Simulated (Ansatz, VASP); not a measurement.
# One calculation of Cr, two programs

```
Cr
1.0
     2.58400    0.00000    0.00000
    -1.29200    2.23781    0.00000
     0.00000    0.00000    8.17912
Cr
4
Cartesian
  0.0000 1.4919 3.0903
  1.2920 0.7459 7.1799
  1.2920 0.7459 5.0888
  0.0000 1.4919 0.9993
```

Alike in both runs: task relaxation of cell and atoms; functional r2SCAN; k mesh 9 × 9 × 2; occupations gaussian, width 0.1 eV; no spin polarisation.

|  | VASP | Ansatz |
| --- | --- | --- |
| version | VASP 6.6.1 | Ansatz 0.2.0 |
| potentials or method | VASP PAW PBE potentials, release 64 (Cr_pv), cutoff 600 eV | scalar-relativistic, plane waves, PAW |
| valence electrons in the cell | 48 | 56 |

```tsv
	VASP	Ansatz	Ansatz less VASP
gap on the k mesh at the Fermi level, each at its own relaxed structure (eV)	none	none	-
relaxed volume (Å³/atom)	11.88	11.84	-0.041
relaxed cell length with the largest relative difference (Å)	8.239	8.183	-0.0561
```

VASP's potentials were made for PBE, not for r2SCAN. A gap of «none» marks a metal or a gap that the smearing closes. VASP's potentials hold 48 valence electrons a cell and Ansatz's 56, so a difference there can come from the potentials and not from the codes.

The k mesh is coarse, so the values compare programs but aren't converged. Noted on VASP's run: too few bands were computed for a metal, which touches its energy and stress.
